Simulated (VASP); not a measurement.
The system is MgHgO2.

```xyz
4
Lattice="3.3878 0.0000 0.0000 0.0000 3.3878 0.0000 0.0000 0.0000 5.0395" Properties=species:S:1:pos:R:3 pbc="T T T"
Mg    0.0000    0.0000    0.0000
O     0.0000    1.6939    1.0196
O     1.6939    0.0000    4.0199
Hg    1.6939    1.6939    2.5197
```

Base run:

```yaml
Program: VASP 6.6.1
Functional: PBE
Potentials_or_basis: VASP PAW PBE potentials, release 64 (Mg, O, Hg)
Cutoff: 520 eV
k_mesh: 8 × 8 × 6
Occupations: fermi-dirac, width 0.02 eV
Spin: no spin polarisation
```

Its results: band gap on the k mesh 0.02 eV; pressure 4.3 GPa; largest force 0.174 eV/Å.

Question: The run is repeated on the same cell with these changes: functional from PBE to r2SCAN. What comes out?

Answer: Band gap on the k mesh 0.30 eV; pressure 0.6 GPa; largest force 0.144 eV/Å.

Caveats: spin-orbit coupling is left out, which moves the levels of the heavy elements; the cell stands under pressure (at least some runs); the smearing spreads over this small gap (at least some runs); the PAW data sets were made with another functional, which shifts forces and pressure a little (at least some runs).

